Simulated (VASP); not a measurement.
# NiO in VASP: further runs

Runs on NiO. Level: PBE. Tasks: single point.

All numbers are computed with VASP 6.6.1; they aren't measurements. Logs are shortened: lines on timing, memory, paths and dates and some standing lists are left out, and cuts for length are marked.

**1. The cell of the first run**

The typed cell holds 2 atoms: a = 2.958 Å, b = 2.958 Å, c = 2.958 Å, α = 60.00°, β = 60.00°, γ = 60.00°.

**2. Single point, PBE, collinear spin, ferromagnetic start (atoms moved at random)**

File INCAR:

```
PREC = Accurate ; ENCUT = 520
EDIFF = 1E-7 ; ISMEAR = -1
SIGMA = 0.05 ; LREAL = False
LASPH = True ; NELM = 150
ALGO = Normal ; ISIF = 2
LWAVE = False ; LCHARG = True
ISPIN = 2 ; MAGMOM = 1 0
LORBIT = 11 ; LMAXMIX = 4
GGA = PE ; LELF = True
LVHAR = True ; NBANDS = 19
```

File KPOINTS:

```
Automatic mesh
0
Gamma
  11 11 11
```

File POSCAR:

```
NiO
1.0
    0.0000000000      2.0913095100      2.0913095100
    2.0913095100      0.0000000000      2.0913095100
    2.0913095100      2.0913095100      0.0000000000
Ni O
1 1
Direct
   -0.0183040000     -0.0147110000      0.0102130000
    0.4971920000      0.5028770000      0.4849180000
```

Potentials or basis: VASP PAW PBE potentials, release 64 (Ni, O).

On the command line:

```console
$ cat potpaw_PBE.64/Ni/POTCAR potpaw_PBE.64/O/POTCAR > POTCAR
$ mpirun -np 1 vasp_std > vasp.out
```

OUTCAR:

```text
PREC = Accurate
   ENCUT = 520
   EDIFF = 1E-7
   ISMEAR = -1
   LREAL = False
   LASPH = True
   NELM = 150
   ISIF = 2
   ISPIN = 2
   LORBIT = 11
   GGA = PE

 ion  position               nearest neighbor table
   1  0.982  0.985  0.010-   2 2.02   2 2.07   2 2.08   2 2.11   2 2.11   2 2.16
   2  0.497  0.503  0.485-   1 2.02   1 2.07   1 2.08   1 2.11   1 2.11   1 2.16

  LATTYP: Found a face centered cubic cell.
 ALAT       =     4.1826190200

  Lattice vectors:

 A1 = (   0.0000000000,   2.0913095100,   2.0913095100)
 A2 = (   2.0913095100,   0.0000000000,   2.0913095100)
 A3 = (   2.0913095100,   2.0913095100,   0.0000000000)

Analysis of symmetry for initial positions (statically):
=====================================================================
 Subroutine PRICEL returns:
 Original cell was already a primitive cell.

 Routine SETGRP: Setting up the symmetry group for a
 face centered cubic supercell.

 Subroutine GETGRP returns: Found  1 space group operations
 (whereof  1 operations were pure point group operations)
 out of a pool of 48 trial point group operations.

The static configuration has the point symmetry C_1 .

Analysis of symmetry for dynamics (positions and initial velocities):
=====================================================================
 Subroutine PRICEL returns:
 Original cell was already a primitive cell.

 Routine SETGRP: Setting up the symmetry group for a
 face centered cubic supercell.

 Subroutine GETGRP returns: Found  1 space group operations
 (whereof  1 operations were pure point group operations)
 out of a pool of 48 trial point group operations.

The dynamic configuration has the point symmetry C_1 .

Analysis of structural, dynamic, and magnetic symmetry:
=====================================================================
 Subroutine PRICEL returns:
 Original cell was already a primitive cell.

 Routine SETGRP: Setting up the symmetry group for a
 face centered cubic supercell.

 Subroutine GETGRP returns: Found  1 space group operations
 (whereof  1 operations were pure point group operations)
 out of a pool of 48 trial point group operations.

The overall configuration has the point symmetry C_1 .

 Subroutine INISYM returns: Found  1 space group operations
 (whereof  1 operations are pure point group operations),
 and found     1 'primitive' translations

----------------------------------------------------------------------------------------

                                     Primitive cell

  volume of cell :      18.2930

  direct lattice vectors                    reciprocal lattice vectors
     0.000000000  2.091309510  2.091309510    -0.239084649  0.239084649  0.239084649
     2.091309510  0.000000000  2.091309510     0.239084649 -0.239084649  0.239084649
     2.091309510  2.091309510  0.000000000     0.239084649  0.239084649 -0.239084649

  length of vectors
     2.957558272  2.957558272  2.957558272     0.414106759  0.414106759  0.414106759

  position of ions in fractional coordinates (direct lattice)
     0.981696000  0.985289000  0.010213000
     0.497192000  0.502877000  0.484918000

  ion indices of the primitive-cell ions
   primitive index   ion index
                 1           1
                 2           2

----------------------------------------------------------------------------------------

 KPOINTS: Automatic mesh

Automatic generation of k-mesh.
 Grid dimensions read from file:
 generate k-points for:   11   11   11

 Generating k-lattice:

  Cartesian coordinates                     Fractional coordinates (reciprocal lattice)
    -0.021734968  0.021734968  0.021734968     0.090909091  0.000000000  0.000000000
     0.021734968 -0.021734968  0.021734968     0.000000000  0.090909091  0.000000000
     0.021734968  0.021734968 -0.021734968     0.000000000  0.000000000  0.090909091

  Length of vectors
     0.037646069  0.037646069  0.037646069

  Shift w.r.t. Gamma in fractional coordinates (k-lattice)
     0.000000000  0.000000000  0.000000000

 Subroutine IBZKPT returns following result:
 ===========================================

 Found    666 irreducible k-points:

 Following reciprocal coordinates:
            Coordinates               Weight
  0.000000  0.000000  0.000000      1.000000
  0.090909  0.000000  0.000000      2.000000
  0.000000  0.090909  0.000000      2.000000
  0.000000  0.000000  0.090909      2.000000
  0.090909  0.090909  0.090909      2.000000
  0.181818  0.000000  0.000000      2.000000
[... 16 lines left out ...]
  0.000000  0.090909  0.090909      2.000000
  0.090909  0.000000  0.090909      2.000000
 [... further k-points ...]
   k-points           NKPTS =    666   k-points in BZ     NKDIM =    666   number of bands    NBANDS=     19
   number of dos      NEDOS =    301   number of ions     NIONS =      2
   total plane-waves  NPLWV =  13824
   dimension x,y,z NGX =    24 NGY =   24 NGZ =   24
   dimension x,y,z NGXF=    48 NGYF=   48 NGZF=   48
   ions per type =               1   1
   NGX,Y,Z   is equivalent  to a cutoff of  13.49, 13.49, 13.49 a.u.
   NGXF,Y,Z  is equivalent  to a cutoff of  26.98, 26.98, 26.98 a.u.
 SYSTEM =  unknown system
   PREC   = accura    normal or accurate (medium, high low for compatibility)
   ISTART =      0    job   : 0-new  1-cont  2-samecut
   ICHARG =      2    charge: 1-file 2-atom 10-const
   ISPIN  =      2    spin polarized calculation?
   LNONCOLLINEAR =      F non collinear calculations
   LSORBIT =      F    spin-orbit coupling
   LASPH  =      T    aspherical Exc in radial PAW
   ENCUT  =  520.0 eV  38.22 Ry    6.18 a.u.   5.50  5.50  5.50*2*pi/ulx,y,z
   NELM   =    150;   NELMIN=  2; NELMDL= -5     # of ELM steps
   EDIFF  = 0.1E-06   stopping-criterion for ELM
   LREAL  =      F    real-space projection
   EDIFFG = 0.1E-05   stopping-criterion for IOM
   NSW    =      0    number of steps for IOM
   IBRION =     -1    ionic relax: 0-MD 1-quasi-New 2-CG
   NFREE  =      0    steps in history (QN), initial steepest desc. (CG)
   ISIF   =      2    stress and relaxation
   ISYM   =      2    0-nonsym 1-usesym 2-fastsym
   POTIM  = 0.5000    time-step for ionic-motion
   TEBEG  =    0.0;   TEEND  =   0.0 temperature during run
   PSTRESS=    0.0 pullay stress
   NELECT =      16.0000    total number of electrons
   NUPDOWN=      -1.0000    fix difference up-down
   EMIN   =  10.00;   EMAX   =-10.00  energy-range for DOS
   EFERMI =   0.00;   METHOD = LEGACY
   ISMEAR =    -1;   SIGMA  =   0.05  broadening in eV -4-tet -1-fermi 0-gaus
   EFERMI_NEDOS =   21; number of points for ismear=-14 and -15
   IALGO  =     38    algorithm
   IMIX   =      4    mixing-type and parameters
     AMIX     =   0.40;   BMIX     =  1.00
     AMIX_MAG =   1.60;   BMIX_MAG =  1.00
  volume/ion in A,a.u.               =       9.15        61.72
  Fermi-wavevector in a.u.,A,eV,Ry     =   1.565621  2.958594 33.350161  2.451168
  Thomas-Fermi vector in A             =   2.668070
   LORBIT       =     11    0 simple, 1 ext, 2 COOP (PROOUT), +10 PAW based schemes
   GGA     = PE    functional components
   LHFCALC =     F    Hartree Fock is set to
   AEXX    =    0.0000 exact exchange contribution
   IVDW    =     0    specifies the selected vdW correction
   LEPSILON=     F    determine dielectric tensor
   LRPA    =     F    only Hartree local field effects (RPA)
 spin polarized calculation
  energy-cutoff  :      520.00
  volume of cell :       18.29
 maximum number of plane-waves:       531
 NGX is ok and might be reduce to    24
   NGX = 11   NGY = 11   NGZ = 11

 number of electron      16.0000001 magnetization       1.7610436

 Free energy of the ion-electron system (eV)
  ---------------------------------------------------
  ext. energy  EPLUGINS =         0.00000000
  ---------------------------------------------------
  free energy    TOTEN  =       -11.47005540 eV

  energy without entropy =      -11.45965086  energy(sigma->0) =      -11.46485313

 E-fermi :   7.8385     XC(G=0): -12.6516

 val. band max:        7.8380247673   @ k =   0.1818   0.0000   0.2727
 cond. band min:       7.8385327407   @ k =   0.2727   0.0000   0.1818
 fundamental gap:      0.0005079733
 Fermi energy:         7.8384543049

 spin component 1

 k-point     1 :       0.0000    0.0000    0.0000
  band No.  band energies     occupation
      1     -12.4976      1.00000
      2       4.2996      1.00000
      3       4.5681      1.00000
      4       4.6612      1.00000
      5       4.8256      1.00000
      6       5.1774      1.00000
[... 11 lines left out ...]
     18      33.6495      0.00000
     19      33.6960      0.00000
[... 485 lines left out ...]
 k-point    24 :       0.0909    0.0000    0.0909
  band No.  band energies     occupation
      1     -12.3755      1.00000
      2       3.2608      1.00000
      3       4.2116      1.00000
      4       4.3380      1.00000
      5       4.8883      1.00000
      6       5.1377      1.00000
[... 11 lines left out ...]
     18      33.8488      0.00000
     19      36.0039      0.00000

 [... further k-points ...]

 spin component 2

 k-point     1 :       0.0000    0.0000    0.0000
  band No.  band energies     occupation
      1     -12.0521      1.00000
      2       5.2207      1.00000
      3       5.2411      1.00000
      4       5.2509      1.00000
      5       6.0063      1.00000
      6       6.1228      1.00000
[... 11 lines left out ...]
     18      34.2509      0.00000
     19      34.2912      0.00000
[... 485 lines left out ...]
 k-point    24 :       0.0909    0.0000    0.0909
  band No.  band energies     occupation
      1     -11.9262      1.00000
      2       4.1994      1.00000
      3       4.9035      1.00000
      4       4.9567      1.00000
      5       5.9493      1.00000
      6       6.3573      1.00000
[... 11 lines left out ...]
     18      34.4365      0.00000
     19      36.5972      0.00000

 [... further k-points ...]

------------------------ aborting loop because EDIFF is reached ----------------------------------------

  FORCE on cell =-STRESS in cart. coord.  units (eV):
  Direction    XX          YY          ZZ          XY          YZ          ZX
  --------------------------------------------------------------------------------------
  -------------------------------------------------------------------------------------
  Total        0.4781816      0.4852572      0.6895580      0.0001081     -0.0003254     -0.0003444
  in kB       41.8811454     42.5008549     60.3943667      0.0094712     -0.0285037     -0.0301641
  external PRESSURE =      48.2587890 kB  Pullay stress =       0.0000000 kB

 VOLUME and BASIS-vectors are now :
 -----------------------------------------------------------------------------
  energy-cutoff  :      520.00
  volume of cell :       18.29
      direct lattice vectors                 reciprocal lattice vectors
     0.000000000  2.091309510  2.091309510    -0.239084649  0.239084649  0.239084649
     2.091309510  0.000000000  2.091309510     0.239084649 -0.239084649  0.239084649
     2.091309510  2.091309510  0.000000000     0.239084649  0.239084649 -0.239084649

 POSITION                                       TOTAL-FORCE (eV/Angst)
 -----------------------------------------------------------------------------------
      2.08190      2.07439      4.11357        -0.039886     -0.051047      0.190175
      2.06579      2.05390      2.09145         0.039886      0.051047     -0.190175
 -----------------------------------------------------------------------------------
    total drift:                               -0.000124      0.000002      0.000003

  FREE ENERGIE OF THE ION-ELECTRON SYSTEM (eV)
  ---------------------------------------------------
  free  energy   TOTEN  =       -11.4700554036 eV

  energy  without entropy=      -11.4596508628  energy(sigma->0) =      -11.46485313

 total charge

# of ion       s       p       d       tot
------------------------------------------
    1        0.333   0.405   8.246   8.983
    2        1.557   3.423   0.000   4.980
--------------------------------------------------
tot          1.889   3.828   8.246  13.963

 magnetization (x)

# of ion       s       p       d       tot
------------------------------------------
    1        0.011   0.016   1.416   1.443
    2        0.028   0.245   0.000   0.273
--------------------------------------------------
tot          0.039   0.260   1.416   1.716
```

It took 4 min on 1 thread of Intel Xeon 6975P-C (Granite Rapids), shared host; peak memory 0.44 GiB.

What came out:

```
Free energy                                           : -11.4701 eV
Pressure                                              : 4.8 GPa
Largest force                                         : 0.201 eV/Å
Net moment                                            : 1.76 μB per cell
Site moments                                          : Ni +1.44; O +0.27 μB
Valence electrons inside the program's atomic spheres : Ni 8.98; O 4.98
```

Forces in eV/Å, atoms in the order of the input:
```
Ni  -0.040 -0.051  0.190
O    0.040  0.051 -0.190
```

Caveat: the cell differs from its parent crystal (atoms moved at random); the cell stands under pressure; a cell with one magnetic atom can't hold antiferromagnetic order, which such compounds often take; semilocal functionals often make such compounds metallic where correlation or magnetic order opens a gap, which also shifts bond lengths.

**3. Single point, PBE, collinear spin, ferromagnetic start**

This run uses another cell than the first one, of 8.60 Å³/atom.

File INCAR:

```
SYSTEM = NiO
PREC = Accurate ; ENCUT = 520
EDIFF = 1E-6 ; ISMEAR = -1
SIGMA = 0.05 ; LREAL = .False.
LASPH = .True. ; NELM = 150
ALGO = Normal ; ISIF = 2
LWAVE = .False. ; LCHARG = .False.
ISPIN = 2 ; MAGMOM = 1 0
LORBIT = 11 ; LMAXMIX = 4
GGA = PE ; NBANDS = 19
```

File KPOINTS:

```
regular mesh
0
Gamma
  11 11 11
  0 0 0
```

File POSCAR:

```
NiO
1.0
    0.0000000000      2.0486177450      2.0486177450
    2.0486177450      0.0000000000      2.0486177450
    2.0486177450      2.0486177450      0.0000000000
Ni O
1 1
Direct
    0.0000000000      0.0000000000      0.0000000000
    0.5000000000      0.5000000000      0.5000000000
```

Potentials or basis: VASP PAW PBE potentials, release 64 (Ni, O).

On the command line:

```console
$ cat potpaw_PBE.64/Ni/POTCAR potpaw_PBE.64/O/POTCAR > POTCAR
$ mpirun -np 1 vasp_std > vasp.out
```

Run time: 79 s. Hardware: 1 thread of Intel Xeon 8259CL, shared host; peak memory 0.17 GiB.

The run converged. Its results:

```yaml
Free_energy: -11.4104 eV
Pressure: 16.4 GPa
Net_moment: 1.48 μB per cell
Site_moments: Ni +1.24; O +0.21 μB
Valence_electrons_inside_the_program's_atomic_spheres: Ni 9.11; O 5.00
```

Levels at points of the mesh, in eV from the Fermi level:
Spin up:
```tsv
k point	band 5	band 6	band 7	band 8	band 9	band 10	band 11	band 12	band 13	band 14
(0.00, 0.00, 0.00)	-3.08	-3.08	-2.76	-2.76	-2.76	1.77	17.92	19.29	19.29	19.29
```
Spin down:
```csv
k point,band 4,band 5,band 6,band 7,band 8,band 9,band 10,band 11
"(0.00, 0.00, 0.00)",-2.97,-2.06,-2.06,-2.06,-0.92,-0.92,2.07,17.88
```

Caveat: the cell stands under pressure; a cell with one magnetic atom can't hold antiferromagnetic order, which such compounds often take; semilocal functionals often make such compounds metallic where correlation or magnetic order opens a gap, which also shifts bond lengths. With open d or f shells a metallic result of PBE can be an artefact of self-interaction; +U or a hybrid may open a gap.
